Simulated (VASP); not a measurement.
Here is a VASP 6.6.1 calculation.

The input INCAR:

```
PREC     = Accurate       # precision mode
ENCUT    = 420            # plane-wave cutoff, eV
EDIFF    = 1E-6           # SCF threshold, eV
ISMEAR   = -1             # smearing method
SIGMA    = 0.05           # smearing width, eV
LREAL    = Auto         
LASPH    = T              # aspherical terms in the spheres
NELM     = 120            # most SCF steps
ALGO     = Normal         # electronic algorithm
ISIF     = 2              # what is computed and relaxed
LWAVE    = F              # write WAVECAR
LCHARG   = T              # write CHGCAR
GGA      = PE             # functional
LELF     = T              # ELF
LVHAR    = T            
ISYM     = -1           
NBANDS   = 60             # bands
GGA_COMPAT= F
```

Contents of KPOINTS:

```
explicit points
1
Reciprocal
  0.25000000   0.25000000   0.25000000 1
```

Contents of POSCAR:

```
B15As8
1.0
    6.7523970000     -0.0821590000     -0.0565340000
   -0.0821590000      6.5439730000      0.0455560000
   -0.0565340000      0.0455560000      7.1307640000
As B
8 15
Direct
    0.7256542428      0.0287348807      0.7365603589
    0.3804430284      0.7617408947      0.4993188806
    0.6569435034      0.2746466850      0.0645212546
    0.8296541306      0.9258413197      0.3967853991
    0.1138141509      0.2160464381      0.7392396043
    0.1103424095      0.1838037644      0.3566105586
    0.4276966908      0.1961540589      0.5560906812
    0.6494839217      0.5285360582      0.4976348867
    0.6292013815      0.7483496094      0.8394924381
    0.5873109527      0.5708259419      0.2023954924
    0.7440106524      0.7309211599      0.0590006981
    0.8476463355      0.5139354692      0.1369290855
    0.1971762637      0.8410747016      1.0450800453
    1.0517411411      0.5028820681      0.8320380310
    0.8069971808      0.5334458346      0.8904193324
    0.4443452477      0.7406262613      0.0011569089
    0.0920274810      0.5967196683      1.0545370062
    0.3133891077      0.6716830500      0.2125953049
    0.1311566647      0.6638702775      0.6574442145
    0.9596077049      0.8609398237      0.0762237381
    0.2398888949      0.6860530942      0.8583085970
    0.9829674828      0.6501833554      0.4643801605
    0.0529107568      0.4856770603      0.2864063027
```

Potentials or basis: VASP PAW PBE potentials, release 64 (As, B).

Launch:

```sh
$ cat potpaw_PBE.64/As/POTCAR potpaw_PBE.64/B/POTCAR > POTCAR
$ mpirun -np 1 vasp_std > vasp.out
```

**Question.** Predict the largest force.

**Answer.** 2.244 eV/Å.

**Question.** What does it give for the band gap on the k mesh?

**Answer.** Zero (an odd number of electrons rules out a gap without spin polarisation).

**Question.** Predict the pressure.

**Answer.** -1.2 GPa.

Forces on the atoms (eV/Å):
```
As   0.042  0.303 -0.349
As  -1.027  0.650 -0.300
As   0.453  0.176 -0.300
As  -0.052 -0.291  0.287
As   0.074 -0.225 -0.305
As  -0.062  0.007  0.413
As   0.371 -0.321  0.145
As   0.860 -0.176 -0.259
B    0.490 -0.323  0.580
B   -0.796 -0.216  0.036
B   -0.745  0.396 -0.677
B   -0.294 -0.916  0.016
B    0.971  0.022  0.352
B   -0.401 -0.391 -0.768
B   -0.227  0.403  0.228
B    0.250  0.522  1.144
B    0.104 -0.568  1.215
B   -0.228 -0.236  0.458
B    0.204 -0.026 -2.235
B   -0.083  0.683  0.319
B    0.230 -0.140  0.360
B   -0.180 -0.038  0.131
B    0.047  0.705 -0.491
```

Caveat: the atoms stand as in a frame of molecular dynamics.
